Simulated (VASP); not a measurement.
# Fe (Im-3m) in VASP: a series of runs

Aim: see how the results for Fe move with the level of theory and the settings. Levels: RPBE, PBE. Tasks: single point.

Program: VASP 6.6.1. These are calculated values, not measurements. Logs are shortened: lines on timing, memory, paths and dates and some standing lists are left out, and cuts for length are marked.

## 1. The cell of the first run

The structure is cubic, space group Im-3m (No. 229). The conventional cell has a = 2.863 Å, b = 2.863 Å, c = 2.863 Å, α = 90.00°, β = 90.00°, γ = 90.00°. Fe (site symmetry m-3m) has 14 Fe at 2.48 to 2.86 Å within 3.3 Å.

## 2. Single point, RPBE, collinear spin, ferromagnetic start

File INCAR:

```
PREC = Accurate
ENCUT = 520
EDIFF = 1E-6
ISMEAR = 0
SIGMA = 0.1
LREAL = False
LASPH = True
NELM = 150
ALGO = Normal
ISIF = 2
LWAVE = False
LCHARG = False
ISPIN = 2
MAGMOM = 4
LORBIT = 11
LMAXMIX = 4
GGA = RP
NBANDS = 14
```

File KPOINTS:

```
regular mesh
0
Gamma
  8 8 8
```

File POSCAR:

```
Fe
1.0
   -1.4315177495      1.4315177495      1.4315177495
    1.4315177495     -1.4315177495      1.4315177495
    1.4315177495      1.4315177495     -1.4315177495
Fe
1
Direct
    0.0000000000      0.0000000000      0.0000000000
```

Potentials or basis: VASP PAW PBE potentials, release 64 (Fe).

Started as:

```
$ cat potpaw_PBE.64/Fe/POTCAR > POTCAR
$ mpirun -np 1 vasp_std > vasp.out
```

OUTCAR:

```text
PREC = Accurate
   ENCUT = 520
   EDIFF = 1E-6
   ISMEAR = 0
   LREAL = False
   LASPH = True
   NELM = 150
   ISIF = 2
   ISPIN = 2
   LORBIT = 11
   GGA = RP

 ion  position               nearest neighbor table
   1  0.000  0.000  0.000-

  LATTYP: Found a body centered cubic cell.
 ALAT       =     2.8630354990

  Lattice vectors:

 A1 = (  -1.4315177495,   1.4315177495,   1.4315177495)
 A2 = (   1.4315177495,  -1.4315177495,   1.4315177495)
 A3 = (   1.4315177495,   1.4315177495,  -1.4315177495)

Analysis of symmetry for initial positions (statically):
=====================================================================
 Subroutine PRICEL returns:
 Original cell was already a primitive cell.

 Routine SETGRP: Setting up the symmetry group for a
 body centered cubic supercell.

 Subroutine GETGRP returns: Found 48 space group operations
 (whereof 48 operations were pure point group operations)
 out of a pool of 48 trial point group operations.

The static configuration has the point symmetry O_h .

Analysis of symmetry for dynamics (positions and initial velocities):
=====================================================================
 Subroutine PRICEL returns:
 Original cell was already a primitive cell.

 Routine SETGRP: Setting up the symmetry group for a
 body centered cubic supercell.

 Subroutine GETGRP returns: Found 48 space group operations
 (whereof 48 operations were pure point group operations)
 out of a pool of 48 trial point group operations.

The dynamic configuration has the point symmetry O_h .

Analysis of structural, dynamic, and magnetic symmetry:
=====================================================================
 Subroutine PRICEL returns:
 Original cell was already a primitive cell.

 Routine SETGRP: Setting up the symmetry group for a
 body centered cubic supercell.

 Subroutine GETGRP returns: Found 48 space group operations
 (whereof 48 operations were pure point group operations)
 out of a pool of 48 trial point group operations.

The overall configuration has the point symmetry O_h .

 Subroutine INISYM returns: Found 48 space group operations
 (whereof 48 operations are pure point group operations),
 and found     1 'primitive' translations

----------------------------------------------------------------------------------------

                                     Primitive cell

  volume of cell :      11.7341

  direct lattice vectors                    reciprocal lattice vectors
    -1.431517749  1.431517749  1.431517749     0.000000000  0.349279637  0.349279637
[... 116 lines left out ...]
 Gauss-broadening in eV      SIGMA  =   0.10
  energy-cutoff  :      520.00
  volume of cell :       11.73
 maximum number of plane-waves:       325
   NGX =  9   NGY =  9   NGZ =  9

 number of electron       7.9999999 magnetization       2.3546996

 Free energy of the ion-electron system (eV)
  ---------------------------------------------------
  ext. energy  EPLUGINS =         0.00000000
  ---------------------------------------------------
  free energy    TOTEN  =        -7.75501341 eV

  energy without entropy =       -7.75108608  energy(sigma->0) =       -7.75304974

 E-fermi :   5.5820     XC(G=0): -12.8376

 val. band max:        5.5685698348   @ k =   0.1250   0.1250   0.1250
 cond. band min:       5.5881206671   @ k =   0.5000   0.5000   0.5000
 fundamental gap:      0.0195508323
 Fermi energy:         5.5819951477

 spin component 1

 k-point     1 :       0.0000    0.0000    0.0000
  band No.  band energies     occupation
      1      -2.5797      1.00000
      2       3.3036      1.00000
      3       3.3036      1.00000
      4       3.3036      1.00000
      5       4.4968      1.00000
      6       4.4968      1.00000
      7      30.3405      0.00000
      8      30.3405      0.00000
      9      30.3405      0.00000
     10      35.2391      0.00000
     11      35.2391      0.00000
     12      37.3585      0.00000
     13      37.3585      0.00000
     14      37.3585      0.00000
[... 379 lines left out ...]
      3       3.7459      1.00000
      4       4.1550      1.00000
      5       5.2372      1.00000
      6       7.8483      0.00000
      7      17.1353      0.00000
      8      20.0357      0.00000
      9      22.7375      0.00000
     10      26.1470      0.00000
     11      35.6103      0.00000
     12      37.5968      0.00000
     13      40.4348      0.00000
     14      45.1901      0.00000

 [... further k-points ...]

 spin component 2

 k-point     1 :       0.0000    0.0000    0.0000
  band No.  band energies     occupation
      1      -2.4810      1.00000
      2       5.4857      0.91334
      3       5.4858      0.91309
      4       5.4858      0.91308
      5       7.4214      0.00000
      6       7.4215      0.00000
      7      29.9527      0.00000
      8      29.9527      0.00000
      9      29.9527      0.00000
     10      35.2861      0.00000
     11      35.2861      0.00000
     12      38.0262      0.00000
     13      38.0262      0.00000
     14      38.0526      0.00000
[... 379 lines left out ...]
      3       5.8549      0.00006
      4       6.3816      0.00000
      5       7.6619      0.00000
      6       9.4897      0.00000
      7      17.9509      0.00000
      8      20.6237      0.00000
      9      23.3095      0.00000
     10      26.5693      0.00000
     11      36.3266      0.00000
     12      37.9993      0.00000
     13      40.8603      0.00000
     14      45.5577      0.00000

 [... further k-points ...]
[... 5 lines left out ...]
  --------------------------------------------------------------------------------------
  -------------------------------------------------------------------------------------
  Total        0.1493976      0.1493976      0.1493976     -0.0000000     -0.0000000      0.0000000
  in kB       20.3987685     20.3987685     20.3987685     -0.0000000     -0.0000000      0.0000000
  external PRESSURE =      20.3987685 kB  Pullay stress =       0.0000000 kB

 VOLUME and BASIS-vectors are now :
 -----------------------------------------------------------------------------
  energy-cutoff  :      520.00
  volume of cell :       11.73
      direct lattice vectors                 reciprocal lattice vectors
    -1.431517749  1.431517749  1.431517749     0.000000000  0.349279637  0.349279637
     1.431517749 -1.431517749  1.431517749     0.349279637  0.000000000  0.349279637
     1.431517749  1.431517749 -1.431517749     0.349279637  0.349279637  0.000000000

 POSITION                                       TOTAL-FORCE (eV/Angst)
 -----------------------------------------------------------------------------------
      0.00000      0.00000      0.00000         0.000000      0.000000      0.000000
 -----------------------------------------------------------------------------------
    total drift:                                0.000000      0.000000      0.000000

  FREE ENERGIE OF THE ION-ELECTRON SYSTEM (eV)
  ---------------------------------------------------
  free  energy   TOTEN  =        -7.7550134112 eV

  energy  without entropy=       -7.7510860787  energy(sigma->0) =       -7.75304974

 total charge

# of ion       s       p       d       tot
------------------------------------------
    1        0.471   0.516   6.209   7.196

 magnetization (x)

# of ion       s       p       d       tot
------------------------------------------
    1       -0.017  -0.068   2.451   2.366
```

Run time: 17 s. Hardware: 1 thread of Intel Xeon 8259CL, shared host; peak memory 0.13 GiB.

Results:

```
Free energy                                           : -7.7550 eV
Pressure                                              : 2.0 GPa
Net moment                                            : 2.35 μB per cell
Site moments                                          : Fe +2.37 μB
Valence electrons inside the program's atomic spheres : Fe 7.20
```

Caveat: the k points lie up to 0.39 Å⁻¹ apart; the PAW data sets were made with another functional, which shifts forces and pressure a little.

## 3. Single point, PBE, collinear spin, ferromagnetic start

File INCAR:

```
  ALGO = Normal
  EDIFF = 1E-6
  ENCUT = 600
  GGA = PE
  GGA_COMPAT = F
  ISIF = 2
  ISMEAR = 0
  ISPIN = 2
  ISYM = 0
  LASPH = T
  LCHARG = F
  LMAXMIX = 4
  LORBIT = 11
  LREAL = F
  LWAVE = F
  MAGMOM = 4
  NBANDS = 14
  NELM = 200
  PREC = Accurate
  SIGMA = 0.1
```

File KPOINTS:

```
k-points
0
Gamma
  1 2 2
```

POSCAR is that of step 2.

Potentials or basis: VASP PAW PBE potentials, release 64 (Fe).

Started as:

```
$ cat potpaw_PBE.64/Fe/POTCAR > POTCAR
$ mpirun -np 1 vasp_std > vasp.out
```

It took 8.2 s on 1 thread of Intel Xeon 8259CL, shared host; peak memory 0.13 GiB.

It converged, with:

```yaml
Free_energy: -8.6583 eV
Pressure: 1.2 GPa
Net_moment: 3.00 μB per cell
Site_moments: Fe +2.70 μB
Valence_electrons_inside_the_program's_atomic_spheres: Fe 7.25
```

Stress tensor (GPa, compression positive):
```
  1.22  39.35  39.38
 39.35   1.23 -39.31
 39.38 -39.31   1.20
```

Levels at points of the mesh, in eV from the Fermi level:
Spin up:
| k point | band 3 | band 4 | band 5 | band 6 | band 7 | band 8 |
| --- | --- | --- | --- | --- | --- | --- |
| (0.00, 0.00, 0.00) | -2.61 | -1.92 | -1.73 | -1.73 | 23.25 | 23.77 |
| (0.00, 0.50, 0.00) | -1.54 | -1.44 | -0.61 | 0.03 | 6.60 | 17.09 |
| (0.00, 0.00, 0.50) | -1.54 | -1.43 | -0.61 | 0.03 | 6.59 | 17.09 |
| (0.00, 0.50, 0.50) | -1.54 | -1.43 | -0.61 | 0.03 | 6.59 | 17.09 |
Spin down:
```
           k point  band 1  band 2  band 3  band 4  band 5
(0.00, 0.00, 0.00)   -7.36   -0.79   -0.78   -0.68    1.94
(0.00, 0.50, 0.00)   -3.40   -1.83    1.43    1.70    1.79
(0.00, 0.00, 0.50)   -3.40   -1.82    1.43    1.71    1.79
(0.00, 0.50, 0.50)   -3.40   -1.83    1.43    1.70    1.79
```

Caveat: the k points lie up to 3.10 Å⁻¹ apart.
